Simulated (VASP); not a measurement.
**CuO: single point with PBEsol**

The system is CuO.

```xyz
6
Lattice="4.1105 0.0000 0.0000 0.0000 4.1105 0.0000 0.0000 0.0000 3.8401" Properties=species:S:1:pos:R:3 pbc="T T T"
Cu    2.0553    0.0000    1.9200
Cu    0.0000    2.0553    1.9200
Cu    0.0000    0.0000    0.0000
O     0.0000    0.0000    1.9200
O     2.0553    0.0000    0.0000
O     0.0000    2.0553    0.0000
```

- Program: VASP 6.6.1
- Task: single point
- Functional: PBEsol
- Potentials or basis: VASP PAW PBE potentials, release 64 (Cu_sv_GW, O)
- Cutoff: 820 eV
- k mesh: 7 × 7 × 7
- Occupations: fermi-dirac, width 0.05 eV
- Spin: no spin polarisation

* Pressure: -0.8 GPa
* Band gap on the k mesh: zero (an odd number of electrons rules out a gap without spin polarisation)

Stress tensor (GPa, compression positive):
```
-0.82  0.00  0.00
 0.00 -0.82  0.00
 0.00  0.00 -0.70
```

Levels at points of the mesh, in eV from the Fermi level:
```
           k point  band 34  band 35  band 36  band 37  band 38  band 39  band 40  band 41  band 42  band 43
(0.00, 0.00, 0.00)    -1.80    -1.60    -1.60    -1.59    -1.52    -1.39     1.32     6.15     7.73     8.84
```

It took 2.9 min on 1 thread of Intel(R) Xeon(R) 6975P-C (Granite Rapids) (shared host), peak memory 0.36 GiB.

Caveat: the PAW data sets were made with another functional, which shifts forces and pressure a little; an odd number of electrons without spin polarisation forces a metal; a magnetic or distorted state may lie lower; semilocal functionals often make such compounds metallic where correlation or magnetic order opens a gap, which also shifts bond lengths. With open d or f shells a metallic result of PBEsol can be an artefact of self-interaction; +U or a hybrid may open a gap.
